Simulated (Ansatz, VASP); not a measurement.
One calculation of Ca, two programs

File INCAR:

```
SYSTEM = Ca
PREC     = Accurate       ! precision mode
ENCUT    = 520            ! plane-wave cutoff, eV
EDIFF    = 1E-6           ! SCF threshold, eV
ISMEAR   = -1             ! smearing method
SIGMA    = 0.08           ! smearing width, eV
LREAL    = .FALSE.        ! projectors in reciprocal space
LASPH    = .TRUE.         ! aspherical terms in the spheres
NELM     = 100            ! most SCF steps
ALGO     = Normal         ! electronic algorithm
ISIF     = 2              ! what is computed and relaxed
LWAVE    = .FALSE.        ! write WAVECAR
LCHARG   = .FALSE.        ! write CHGCAR
GGA      = PE             ! functional
NBANDS   = 11             ! bands
```

File KPOINTS:

```
Automatic mesh
0
G
  12 12 12
  0 0 0
```

File POSCAR:

```
Ca
1.0
    0.0000000000      2.1170884590      2.1170884590
    2.1170884590      0.0000000000      2.1170884590
    2.1170884590      2.1170884590      0.0000000000
Ca
1
Direct
    0.0000000000      0.0000000000      0.0000000000
```

Input for Ansatz:

```yaml
crystal:
  lattice:
    - [0.0, 2.117088459, 2.117088459]
    - [2.117088459, 0.0, 2.117088459]
    - [2.117088459, 2.117088459, 0.0]
  atoms:
    - { symbol: Ca, position: [0.0, 0.0, 0.0] }
kpoints:
  mp_grid: { grid: [12, 12, 12] }
  band_path:
    path:
      - [0.0, 0.0, 0.0]
      - [0.5, 0.0, 0.5]
      - [0.625, 0.25, 0.625]
      - [0.375, 0.375, 0.75]
      - [0.0, 0.0, 0.0]
      - [0.5, 0.5, 0.5]
      - [0.5, 0.25, 0.75]
      - [0.5, 0.0, 0.5]
    npoints: 8
scf:
  occupations: { method: fermi_dirac, width: 0.08 }
hamiltonian:
  xc: pbe
  pseudopotentials: { kind: paw }
output:
  forces: true
  stress: true
  eigenvalues: true
  populations: true
  dos: { projected: true, de: 0.2, e_range: [-14, 8] }
```

Change from the starting cell: volume scaled by 0.45, PAW files.

Alike in both runs: task single point; functional PBE; k mesh 12 × 12 × 12; occupations fermi-dirac, width 0.08 eV; no spin polarisation.

|  | VASP | Ansatz |
| --- | --- | --- |
| version | VASP 6.6.1 | Ansatz 0.2.0 |
| potentials or method | VASP PAW PBE potentials, release 64 (Ca_sv) | PAW with Ansatz's default frozen-core files, scalar-relativistic |
| plane-wave cutoff (eV) | 520 | 420 |
| valence electrons in the cell | 10 | 10 |

VASP gave:

```
pressure (GPa) : 43.6
```

Q: Estimate Ansatz's values.

A: Pressure (GPa): 43.5.

Both programs put the cell under a high pressure, so it lies far from rest at this level.
